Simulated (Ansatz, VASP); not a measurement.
**CuO in VASP and in Ansatz**

```
Cu O
1.0
     2.34465   -1.71340    0.00000
     2.34465    1.71340    0.00000
    -0.86055    0.00000    5.05944
Cu O
2 2
Direct
  0.00320 0.49680 0.00000
  0.49680 0.00320 0.50000
  0.57140 0.40560 0.25370
  0.40560 0.57140 0.75370
```

Alike in both runs: task single point; functional LDA; k mesh 7 × 7 × 4; occupations gaussian, width 0.05 eV; collinear spin; Hubbard terms Cu d U = 8.0 eV.

|  | VASP | Ansatz |
| --- | --- | --- |
| version | VASP 6.6.1 | Ansatz 0.2.0 |
| potentials or method | VASP PAW LDA potentials, release 64 (Cu, O), cutoff 520 eV | scalar-relativistic, plane waves, PAW |
| valence electrons in the cell | 34 | 50 |

VASP gave:

| Item | Value |
| --- | --- |
| pressure (GPa) | -13.8 |
| traceless stress, the component that is largest in VASP (GPa) | 2.74 |
| rms of the force components (eV/Å) | 0.387 |
| net moment per atom (μB) | 0.50 |
| size of the moment on the site where the two differ most (μB) | 0.71 |

Which values does Ansatz return?

Pressure (GPa): -5.6; traceless stress, the component that is largest in VASP (GPa): 1.71; rms of the force components (eV/Å): 0.461; net moment per atom (μB): 0.50; size of the moment on the site where the two differ most (μB): 0.62.

LDA's correlation is that of Perdew and Zunger in VASP and of Perdew and Wang (1992) in Ansatz. Site moments also hang on the region over which each program counts them. The programs project onto different local orbitals, so the same U acts differently, and such runs can settle in different states. Atom by atom the forces differ by 0.078 eV/Å (rms over components). VASP's potentials hold 34 valence electrons a cell and Ansatz's 50, so a difference there can come from the potentials and not from the codes. Ansatz's warnings: filled band counts differ across k points, stress scf threshold loose.
